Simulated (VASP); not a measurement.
# MgSi24C23 (a cell with a defect) (Moissanite) in VASP: electric field gradients with PBE

Aim: the electric field gradients of MgSi24C23 (a cell with a defect) (Moissanite) with PBE.

All numbers are computed with VASP 6.6.1; they aren't measurements. Logs are shortened: lines on timing, memory, paths and dates and some standing lists are left out, and cuts for length are marked.

### 1 The cell of the first run

The cell holds a defect, 48 atoms: a = 6.152 Å, b = 9.228 Å, c = 10.096 Å, α = 90.00°, β = 90.00°, γ = 120.00°.

### 2 Electric field gradients, PBE

INCAR reads:

```
SYSTEM = MgSi24C23
  PREC = Accurate
  ENCUT = 520
  EDIFF = 1E-8
  ISMEAR = -1
  SIGMA = 0.01
  LREAL = Auto
  LASPH = .TRUE.
  NELM = 100
  ALGO = Normal
  ISIF = 2
  LWAVE = .FALSE.
  LCHARG = .FALSE.
  GGA = PE
  LEFG = .TRUE.
  NELECT = 192.0
  NBANDS = 125
```

KPOINTS reads:

```
regular mesh
0
G
  4 3 2
  0 0 0
```

POSCAR reads:

```
MgSi24C23
1.0
    6.1520000000      0.0000000000      0.0000000000
   -4.6140000000      7.9916824260      0.0000000000
    0.0000000000      0.0000000000     10.0960000000
Si Mg C
24 1 23
Direct
    0.1666666666      0.2222222222      0.0000000000
    0.1666666666      0.2222222222      0.5000000000
    0.1666666666      0.5555555556      0.0000000000
    0.1666666666      0.5555555556      0.5000000000
    0.1666666666      0.8888888889      0.0000000000
    0.1666666666      0.8888888889      0.5000000000
    0.6666666666      0.2222222222      0.0000000000
    0.6666666666      0.2222222222      0.5000000000
    0.6666666666      0.5555555556      0.0000000000
    0.6666666666      0.5555555556      0.5000000000
    0.6666666666      0.8888888889      0.0000000000
    0.6666666666      0.8888888889      0.5000000000
    0.3333333334      0.1111111111      0.2500000000
    0.3333333334      0.1111111111      0.7500000000
    0.3333333334      0.4444444444      0.2500000000
    0.3333333334      0.4444444444      0.7500000000
    0.3333333334      0.7777777778      0.2500000000
    0.3333333334      0.7777777778      0.7500000000
    0.8333333334      0.1111111111      0.2500000000
    0.8333333334      0.1111111111      0.7500000000
    0.8333333334      0.4444444444      0.2500000000
    0.8333333334      0.4444444444      0.7500000000
    0.8333333334      0.7777777778      0.2500000000
    0.8333333334      0.7777777778      0.7500000000
    0.1666666666      0.2222222222      0.1925000000
    0.1666666666      0.2222222222      0.6925000000
    0.1666666666      0.5555555556      0.1925000000
    0.1666666666      0.5555555556      0.6925000000
    0.1666666666      0.8888888889      0.1925000000
    0.1666666666      0.8888888889      0.6925000000
    0.6666666666      0.2222222222      0.1925000000
    0.6666666666      0.2222222222      0.6925000000
    0.6666666666      0.5555555556      0.1925000000
    0.6666666666      0.5555555556      0.6925000000
    0.6666666666      0.8888888889      0.1925000000
    0.6666666666      0.8888888889      0.6925000000
    0.3333333334      0.1111111111      0.4425000000
    0.3333333334      0.1111111111      0.9425000000
    0.3333333334      0.4444444444      0.4425000000
    0.3333333334      0.4444444444      0.9425000000
    0.3333333334      0.7777777778      0.4425000000
    0.3333333334      0.7777777778      0.9425000000
    0.8333333334      0.1111111111      0.4425000000
    0.8333333334      0.1111111111      0.9425000000
    0.8333333334      0.4444444444      0.4425000000
    0.8333333334      0.4444444444      0.9425000000
    0.8333333334      0.7777777778      0.4425000000
    0.8333333334      0.7777777778      0.9425000000
```

Potentials or basis: VASP PAW PBE potentials, release 64 (Si, Mg, C).

Run with:

```sh
$ cat potpaw_PBE.64/Si/POTCAR potpaw_PBE.64/Mg/POTCAR potpaw_PBE.64/C/POTCAR > POTCAR
$ mpirun -np 1 vasp_std > vasp.out
```

OUTCAR:

```text
SYSTEM = MgSi24C23
   PREC = Accurate
   ENCUT = 520
   EDIFF = 1E-8
   ISMEAR = -1
   LREAL = Auto
   LASPH = .TRUE.
   NELM = 100
   ISIF = 2
   GGA = PE
   NELECT = 192.0

 ion  position               nearest neighbor table
   1  0.167  0.222  0.000-  44 1.87  40 1.87  38 1.87  25 1.94   5 3.08  11 3.08   7 3.08   7 3.08
                             9 3.08   3 3.08  19 3.09  20 3.09  15 3.09  16 3.09  13 3.09  14 3.09
   2  0.167  0.222  0.500-  43 1.87  39 1.87  37 1.87  26 1.94   6 3.08  12 3.08   8 3.08   8 3.08
                            10 3.08   4 3.08  19 3.09  20 3.09  15 3.09  16 3.09  13 3.09  14 3.09
   3  0.167  0.556  0.000-  46 1.87  42 1.87  40 1.87  27 1.94   5 3.08  11 3.08   9 3.08   9 3.08
                             7 3.08   1 3.08  21 3.09  22 3.09  17 3.09  18 3.09  15 3.09  16 3.09
   4  0.167  0.556  0.500-  45 1.87  41 1.87  39 1.87  28 1.94   6 3.08  12 3.08  10 3.08  10 3.08
                             8 3.08   2 3.08  21 3.09  22 3.09  17 3.09  18 3.09  15 3.09  16 3.09
   5  0.167  0.889  0.000-  48 1.87  38 1.87  42 1.87  29 1.94   3 3.08   1 3.08   9 3.08   7 3.08
                            11 3.08  11 3.08  23 3.09  24 3.09  13 3.09  14 3.09  17 3.09  18 3.09
   6  0.167  0.889  0.500-  47 1.87  37 1.87  41 1.87  30 1.94   4 3.08   2 3.08  10 3.08   8 3.08
                            12 3.08  12 3.08  23 3.09  24 3.09  13 3.09  14 3.09  17 3.09  18 3.09
   7  0.667  0.222  0.000-  38 1.87  46 1.87  44 1.87  31 1.94  11 3.08   5 3.08   1 3.08   1 3.08
                             3 3.08   9 3.08  13 3.09  14 3.09  21 3.09  22 3.09  19 3.09  20 3.09
   8  0.667  0.222  0.500-  37 1.87  45 1.87  43 1.87  32 1.94  12 3.08   6 3.08   2 3.08   2 3.08
                             4 3.08  10 3.08  13 3.09  14 3.09  21 3.09  22 3.09  19 3.09  20 3.09
   9  0.667  0.556  0.000-  40 1.87  48 1.87  46 1.87  33 1.94  11 3.08   5 3.08   3 3.08   3 3.08
[... 16 lines left out ...]
                            21 3.08  15 3.08  11 3.09  12 3.09   3 3.09   4 3.09   5 3.09   6 3.09
  18  0.333  0.778  0.750-  36 1.87  28 1.87  30 1.87  42 1.94  14 3.08  20 3.08  24 3.08  24 3.08
                            22 3.08  16 3.08  11 3.09  12 3.09   3 3.09   4 3.09   5 3.09   6 3.09
  19  0.833  0.111  0.250-  25 1.87  35 1.87  31 1.87  43 1.94  21 3.08  23 3.08  15 3.08  17 3.08
                            13 3.08  13 3.08   1 3.09   2 3.09  11 3.09  12 3.09   7 3.09   8 3.09
  20  0.833  0.111  0.750-  26 1.87  36 1.87  32 1.87  44 1.94  22 3.08  24 3.08  16 3.08  18 3.08
                            14 3.08  14 3.08   1 3.09   2 3.09  11 3.09  12 3.09   7 3.09   8 3.09
  21  0.833  0.444  0.250-  27 1.87  31 1.87  33 1.87  45 1.94  19 3.08  13 3.08  15 3.08  15 3.08
                            17 3.08  23 3.08   3 3.09   4 3.09   7 3.09   8 3.09   9 3.09  10 3.09
  22  0.833  0.444  0.750-  28 1.87  32 1.87  34 1.87  46 1.94  20 3.08  14 3.08  16 3.08  16 3.08
                            18 3.08  24 3.08   3 3.09   4 3.09   7 3.09   8 3.09   9 3.09  10 3.09
  23  0.833  0.778  0.250-  29 1.87  33 1.87  35 1.87  47 1.94  19 3.08  13 3.08  17 3.08  17 3.08
                            15 3.08  21 3.08   5 3.09   6 3.09   9 3.09  10 3.09  11 3.09  12 3.09
  24  0.833  0.778  0.750-  30 1.87  34 1.87  36 1.87  48 1.94  20 3.08  14 3.08  18 3.08  18 3.08
                            16 3.08  22 3.08   5 3.09   6 3.09   9 3.09  10 3.09  11 3.09  12 3.09
  25  0.167  0.222  0.193-  19 1.87  15 1.87  13 1.87   1 1.94   2 3.10
  26  0.167  0.222  0.693-  20 1.87  16 1.87  14 1.87   2 1.94
  27  0.167  0.556  0.193-  21 1.87  17 1.87  15 1.87   3 1.94
  28  0.167  0.556  0.693-  22 1.87  18 1.87  16 1.87   4 1.94
  29  0.167  0.889  0.193-  23 1.87  13 1.87  17 1.87   5 1.94
  30  0.167  0.889  0.693-  24 1.87  14 1.87  18 1.87   6 1.94
  31  0.667  0.222  0.193-  13 1.87  21 1.87  19 1.87   7 1.94
[... 15 lines left out ...]
  47  0.833  0.778  0.443-   6 1.87  10 1.87  12 1.87  23 1.94
  48  0.833  0.778  0.943-   5 1.87   9 1.87  11 1.87  24 1.94

  LATTYP: Found a simple monoclinic cell.
 ALAT       =     6.1520000000
 B/A-ratio  =     1.6410923277
 C/A-ratio  =     1.3228756555
 COS(beta)  =    -0.1889822365

  Lattice vectors:

 A1 = (   6.1520000000,   0.0000000000,   0.0000000000)
 A2 = (   0.0000000000,   0.0000000000,  10.0960000000)
 A3 = (  -1.5380000000,  -7.9916824260,   0.0000000000)

Analysis of symmetry for initial positions (statically):
=====================================================================
 Subroutine PRICEL returns:
 Original cell was already a primitive cell.

 Routine SETGRP: Setting up the symmetry group for a
 simple monoclinic supercell.

 Subroutine GETGRP returns: Found  1 space group operations
 (whereof  1 operations were pure point group operations)
 out of a pool of  4 trial point group operations.

The static configuration has the point symmetry C_1 .

Analysis of symmetry for dynamics (positions and initial velocities):
=====================================================================
[... 215 lines left out ...]
   LORBIT       =      0    0 simple, 1 ext, 2 COOP (PROOUT), +10 PAW based schemes
   GGA     = PE    functional components
   LHFCALC =     F    Hartree Fock is set to
   AEXX    =    0.0000 exact exchange contribution
   IVDW    =     0    specifies the selected vdW correction
   LEPSILON=     F    determine dielectric tensor
   LRPA    =     F    only Hartree local field effects (RPA)
 non-spin polarized calculation
  energy-cutoff  :      520.00
  volume of cell :      496.37
 maximum number of plane-waves:     13404
 NGX is ok and might be reduce to    48
   NGX = 23   NGY = 35   NGZ = 37

 number of electron     192.0000004 magnetization

 Free energy of the ion-electron system (eV)
  ---------------------------------------------------
  ext. energy  EPLUGINS =         0.00000000
  ---------------------------------------------------
  free energy    TOTEN  =      -315.17301528 eV

  energy without entropy =     -315.17131344  energy(sigma->0) =     -315.17216436

 E-fermi :  10.8488     XC(G=0): -11.4310

 val. band max:       10.8351088356   @ k =   0.0000   0.3333   0.0000
 cond. band min:      10.8494485141   @ k =   0.0000   0.0000   0.0000
 fundamental gap:      0.0143396785
 Fermi energy:        10.8488348449

 k-point     1 :       0.0000    0.0000    0.0000
  band No.  band energies     occupation
      1      -7.3429      2.00000
      2      -6.1887      2.00000
      3      -6.0024      2.00000
      4      -5.5360      2.00000
      5      -5.4163      2.00000
      6      -4.4619      2.00000
[... 1543 lines left out ...]
    107      12.8850      0.00000
    108      12.9675      0.00000
 [bands above 108 left out]

------------------------ aborting loop because EDIFF is reached ----------------------------------------

  FORCE on cell =-STRESS in cart. coord.  units (eV):
  Direction    XX          YY          ZZ          XY          YZ          ZX
  --------------------------------------------------------------------------------------
  -------------------------------------------------------------------------------------
  Total       76.7015800     79.6202741     63.5001663      0.0970656     -0.1881578      0.0480053
  in kB      247.5774048    256.9983674    204.9658739      0.3133085     -0.6073359      0.1549514
  external PRESSURE =     236.5138820 kB  Pullay stress =       0.0000000 kB

 VOLUME and BASIS-vectors are now :
 -----------------------------------------------------------------------------
  energy-cutoff  :      520.00
  volume of cell :      496.37
      direct lattice vectors                 reciprocal lattice vectors
     6.152000000  0.000000000  0.000000000     0.162548765  0.093847573  0.000000000
    -4.614000000  7.991682426  0.000000000     0.000000000  0.125130097  0.000000000
     0.000000000  0.000000000 10.096000000     0.000000000  0.000000000  0.099049128

 POSITION                                       TOTAL-FORCE (eV/Angst)
 -----------------------------------------------------------------------------------
     -0.00000      1.77593      0.00000        -0.008019     -0.008316     -7.631698
     -0.00000      1.77593      5.04800         0.001135     -0.033052      0.141284
     -1.53800      4.43982      0.00000         0.216519     -0.163593      1.239958
     -1.53800      4.43982      5.04800         0.352687     -0.062854      0.580573
     -3.07600      7.10372      0.00000         0.013448      0.338207      1.262446
     -3.07600      7.10372      5.04800         0.142817      0.386986      0.566924
[... 40 lines left out ...]
      1.53800      6.21575      4.46748         0.028819     -0.064059     -0.651772
      1.53800      6.21575      9.51548         0.022782     -0.050389     -1.008666
 -----------------------------------------------------------------------------------
    total drift:                               -0.005998      0.001430     -0.131836

  FREE ENERGIE OF THE ION-ELECTRON SYSTEM (eV)
  ---------------------------------------------------
  free  energy   TOTEN  =      -315.1730152838 eV

  energy  without entropy=     -315.1713134410  energy(sigma->0) =     -315.17216436

 Electric field gradients (V/A^2)
---------------------------------------------------------------------
 ion       V_xx      V_yy      V_zz      V_xy      V_xz      V_yz
---------------------------------------------------------------------
   1      39.593    40.021   -79.613     0.008     0.058    -0.628
   2     -12.194   -12.596    24.790    -0.066     0.037    -0.168
   3      -8.104    -5.173    13.277     1.036     0.112    -0.253
   4     -12.473    -7.967    20.440     1.230    -0.527    -0.070
   5      -4.493    -8.429    12.921    -0.644    -0.209     0.614
   6      -7.542   -12.646    20.189    -0.800    -0.237    -0.172
[... 40 lines left out ...]
  47      -0.649    -1.129     1.778    -0.151     0.120     0.040
  48      -1.224    -1.872     3.096    -0.157    -0.000    -0.172
---------------------------------------------------------------------

 Electric field gradients after diagonalization (V/A^2)
 (convention: |V_zz| > |V_xx| > |V_yy|)
----------------------------------------------------------------------
 ion       V_xx      V_yy      V_zz     asymmetry (V_yy - V_xx)/ V_zz
----------------------------------------------------------------------
   1      40.024    39.593   -79.617       0.005
   2     -12.607   -12.184    24.790       0.017
   3      -8.434    -4.846    13.280       0.270
   4     -12.794    -7.654    20.448       0.251
   5      -8.547    -4.395    12.942       0.321
   6     -12.770    -7.421    20.192       0.265
[... 40 lines left out ...]
  47      -1.174    -0.610     1.784       0.316
  48      -1.913    -1.188     3.102       0.234
----------------------------------------------------------------------

           NMR quadrupolar parameters

 Cq : quadrupolar parameter    Cq=e*Q*V_zz/h
 eta: asymmetry parameters     (V_yy - V_xx)/ V_zz
 Q  : nuclear electric quadrupole moment in mb (millibarn)
----------------------------------------------------------------------
 ion       Cq(MHz)       eta       Q (mb)
----------------------------------------------------------------------
   1      -0.193       0.005       1.000
   2       0.060       0.017       1.000
   3       0.032       0.270       1.000
   4       0.049       0.251       1.000
   5       0.031       0.321       1.000
   6       0.049       0.265       1.000
[... 40 lines left out ...]
  47       0.004       0.316       1.000
  48       0.007       0.234       1.000
----------------------------------------------------------------------
```

It took 21 min on 1 thread of Intel Xeon 6975P-C (Granite Rapids), shared host; peak memory 0.9 GiB.

Results:

- Free energy: -315.1730 eV
- Largest force: 10.761 eV/Å

Forces on the atoms (eV/Å):
```
Si  -0.008 -0.008 -7.632
Si   0.001 -0.033  0.141
Si   0.217 -0.164  1.240
Si   0.353 -0.063  0.581
Si   0.013  0.338  1.262
Si   0.143  0.387  0.567
Si  -0.001 -0.254  1.274
Si  -0.003 -0.497  0.585
Si  -0.211 -0.170  1.168
Si  -0.348 -0.077  0.599
Si  -0.015  0.301  1.193
Si  -0.145  0.330  0.586
Si   8.505 -5.011  4.113
Si   0.183 -0.009  1.103
Si  -0.021  9.934  4.137
Si  -0.003  0.140  1.095
Si  -0.134 -0.199  0.208
Si   0.012 -0.007  0.926
Si  -8.465 -4.984  4.139
Si  -0.188 -0.013  1.104
Si   0.074 -0.315  0.361
Si  -0.003 -0.062  0.889
Si   0.135  0.154  0.344
Si  -0.013 -0.054  0.894
Mg   0.003 -0.002 -1.823
C   -0.003  0.000 -0.812
C   -0.627  0.851 -0.760
C   -0.191  0.043 -0.850
C    0.602 -0.696 -0.768
C   -0.089 -0.189 -0.857
C   -0.027  0.100 -0.895
C   -0.002  0.305 -0.870
C    0.620  1.136 -0.776
C    0.190  0.048 -0.843
C   -0.632 -1.081 -0.781
C    0.083 -0.188 -0.851
C    0.571 -0.350  0.365
C    0.500 -0.337 -2.022
C    0.001  0.764  0.404
C    0.003  0.662 -2.042
C   -0.023 -0.053 -0.636
C   -0.018 -0.048 -1.034
C   -0.576 -0.357  0.369
C   -0.501 -0.345 -2.028
C   -0.008  0.096 -0.677
C   -0.006  0.093 -1.029
C    0.029 -0.064 -0.652
C    0.023 -0.050 -1.009
```

Levels at points of the mesh, in eV from the Fermi level:
| k point | band 92 | band 93 | band 94 | band 95 | band 96 | band 97 | band 98 | band 99 | band 100 | band 101 |
| --- | --- | --- | --- | --- | --- | --- | --- | --- | --- | --- |
| (0.00, 0.00, 0.00) | -2.95 | -2.93 | -1.22 | -0.79 | 0.00 | 0.13 | 0.61 | 0.62 | 0.64 | 0.78 |
| (0.50, 0.00, 0.00) | -3.36 | -3.34 | -1.84 | -1.18 | -0.73 | 0.12 | 0.19 | 1.32 | 1.35 | 1.54 |
| (0.00, 0.00, 0.50) | -3.07 | -3.07 | -1.37 | -0.79 | 0.08 | 0.28 | 0.44 | 0.57 | 0.63 | 0.65 |
| (0.50, 0.00, 0.50) | -3.57 | -3.43 | -1.80 | -1.02 | -0.76 | 1.08 | 1.13 | 1.18 | 1.20 | 1.25 |

Electric field gradients, principal values (V/Å²):
```csv
atom,least,middle,greatest (by size)
1 Si,39.593,40.024,-79.617
2 Si,-12.184,-12.607,24.790
3 Si,-4.846,-8.434,13.280
4 Si,-7.654,-12.794,20.448
5 Si,-4.395,-8.547,12.942
6 Si,-7.421,-12.770,20.192
7 Si,-5.453,-7.223,12.676
8 Si,-9.026,-11.729,20.756
9 Si,-4.875,-8.999,13.873
10 Si,-7.628,-12.895,20.522
11 Si,-4.218,-9.004,13.222
12 Si,-7.314,-12.824,20.138
13 Si,20.476,52.547,-73.023
14 Si,-4.447,-5.975,10.422
15 Si,29.927,57.363,-87.289
16 Si,-4.154,-6.545,10.700
17 Si,-5.780,-18.092,23.872
18 Si,-7.292,-8.288,15.580
19 Si,21.913,53.509,-75.423
20 Si,-4.446,-6.015,10.461
21 Si,-9.806,-11.299,21.105
22 Si,-7.413,-8.897,16.310
23 Si,-7.863,-13.757,21.620
24 Si,-7.609,-8.524,16.132
25 Mg,4.747,11.039,-15.787
26 C,-0.366,-0.698,1.064
27 C,-1.248,-5.583,6.831
28 C,-0.323,-1.247,1.570
29 C,-1.954,-5.016,6.971
30 C,-0.166,-1.337,1.503
31 C,-2.183,-2.960,5.143
32 C,-0.333,-0.777,1.110
33 C,-1.773,-4.298,6.072
34 C,-0.406,-1.282,1.688
35 C,-1.382,-4.549,5.931
36 C,-0.091,-1.374,1.465
37 C,-0.126,-0.475,0.601
38 C,-0.345,-3.710,4.055
39 C,0.207,0.445,-0.652
40 C,-0.197,-4.070,4.267
41 C,-0.503,-1.245,1.748
42 C,-1.275,-2.022,3.297
43 C,-0.088,-0.610,0.698
44 C,-0.202,-3.852,4.054
45 C,-0.750,-0.951,1.701
46 C,-1.397,-1.577,2.973
47 C,-0.610,-1.174,1.784
48 C,-1.188,-1.913,3.102
```

Caveat: the cell carries a net charge on a neutralising background, which shifts energy and pressure; the cell is charged against a uniform background, so pressure and absolute levels hang on convention; without QUAD_EFG the Cq values of the log hold for a quadrupole moment of 1 mb, not for the nuclei.
